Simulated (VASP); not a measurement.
A run of VASP 6.6.1:

Contents of INCAR:

```
PREC     = Accurate       # precision mode
ENCUT    = 520            # plane-wave cutoff, eV
EDIFF    = 1E-6           # SCF threshold, eV
ISMEAR   = 0              # smearing method
SIGMA    = 0.05           # smearing width, eV
LREAL    = False          # projectors in reciprocal space
LASPH    = True           # aspherical terms in the spheres
NELM     = 100            # most SCF steps
ALGO     = Normal         # electronic algorithm
ISIF     = 2              # what is computed and relaxed
LWAVE    = False          # write WAVECAR
LCHARG   = False          # write CHGCAR
GGA      = PS             # functional
NBANDS   = 66             # bands
```

Contents of KPOINTS:

```
regular mesh
0
Gamma
  9 9 2
```

POSCAR

```
ZnS
1.0
    3.7852258349      0.0000000000      0.0000000000
   -1.8926129174      3.2781017321      0.0000000000
    0.0000000000      0.0000000000     18.5748434008
Zn S
6 6
Direct
    0.0000000000      0.0000000000      0.0000277175
    0.0000000000      0.0000000000      0.5000277175
    0.3333333333      0.6666666667      0.1668215992
    0.6666666667      0.3333333333      0.6668215992
    0.6666666667      0.3333333333      0.3332753580
    0.3333333333      0.6666666667      0.8332753580
    0.0000000000      0.0000000000      0.1251125986
    0.0000000000      0.0000000000      0.6251125986
    0.3333333333      0.6666666667      0.2916367831
    0.6666666667      0.3333333333      0.7916367831
    0.6666666667      0.3333333333      0.4581259436
    0.3333333333      0.6666666667      0.9581259436
```

Potentials or basis: VASP PAW PBE potentials, release 64 (Zn, S).

Command:

```console
$ cat potpaw_PBE.64/Zn/POTCAR potpaw_PBE.64/S/POTCAR > POTCAR
$ mpirun -np 1 vasp_std > vasp.out
```

Hardware: 1 thread of Oxide Virtual Turin-like Processor (shared host).

Estimate the wall time of this run.

Run time: 10 min on 1 thread of Oxide Virtual Turin-like Processor, on a shared host, peak memory 0.44 GiB. Counts: scf iterations 16, k points 24.
